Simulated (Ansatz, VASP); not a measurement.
One calculation of Si3Ge2, two programs

```
Si Ge
1.0
     3.02951    0.00000    0.00000
    -1.51476    2.62364    0.00000
     0.00000    0.00000   21.22522
Si Ge
6 4
Direct
  0.33333 0.66667 0.66190
  0.33333 0.66667 0.83810
  0.33333 0.66667 0.25000
  0.66667 0.33333 0.75000
  0.66667 0.33333 0.16190
  0.66667 0.33333 0.33810
  0.33333 0.66667 0.06010
  0.33333 0.66667 0.43990
  0.66667 0.33333 0.93990
  0.66667 0.33333 0.56010
```

Alike in both runs: functional PBE; k mesh 12 × 12 × 2; occupations gaussian, width 0.1 eV; no spin polarisation.

Ansatz relaxed the structure, and its values are those at the end. VASP's run is a single point on that final structure, the one shown.

|  | VASP | Ansatz |
| --- | --- | --- |
| version | VASP 6.6.1 | Ansatz 0.2.0 |
| potentials or method | VASP PAW PBE potentials, release 64 (Si, Ge_d), cutoff 520 eV | scalar-relativistic, plane waves, PAW |
| valence electrons in the cell | 80 | 80 |

```csv
,VASP,Ansatz,Ansatz less VASP
gap on the k mesh at the Fermi level (eV),none,none,-
pressure (GPa),0.0,0.0,+0.01
```

A gap of «none» marks a metal or a gap that the smearing closes.
